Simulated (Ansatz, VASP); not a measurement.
## Hf3SnS8 in VASP and in Ansatz

```
Hf Sn S
1.0
     7.34927    0.00000    0.00000
    -3.67463    6.36465    0.00000
     0.00000    0.00000    6.89522
Hf Sn S
3 1 8
Cartesian
  -1.8373 3.1823 0.0000
  3.6746 0.0000 0.0000
  1.8373 3.1823 0.0000
  0.0000 0.0000 0.0000
  0.0000 2.1462 1.4620
  -1.8160 5.2916 1.4620
  3.6746 2.1216 1.4354
  1.8160 5.2916 1.4620
  1.8587 1.0731 5.4333
  0.0000 4.2431 5.4598
  5.4906 1.0731 5.4333
  3.6746 4.2185 5.4333
```

Alike in both runs: functional PBE; k mesh 6 × 6 × 6; occupations gaussian, width 0.1 eV; no spin polarisation.

Ansatz relaxed the structure, and its values are those at the end. VASP's run is a single point on that final structure, the one shown.

|  | VASP | Ansatz |
| --- | --- | --- |
| version | VASP 6.6.1 | Ansatz 0.2.0 |
| potentials or method | VASP PAW PBE potentials, release 64 (Hf_pv, Sn_d, S), cutoff 520 eV | scalar-relativistic, plane waves, PAW |
| valence electrons in the cell | 92 | 140 |

```csv
,VASP,Ansatz,Ansatz less VASP
pressure (GPa),-0.4,0.0,+0.41
rms of the force components (eV/Å),0.026,0.001,-0.0245
```

VASP's potentials hold 92 valence electrons a cell and Ansatz's 140, so a difference there can come from the potentials and not from the codes.

Neither program's run includes spin-orbit coupling.
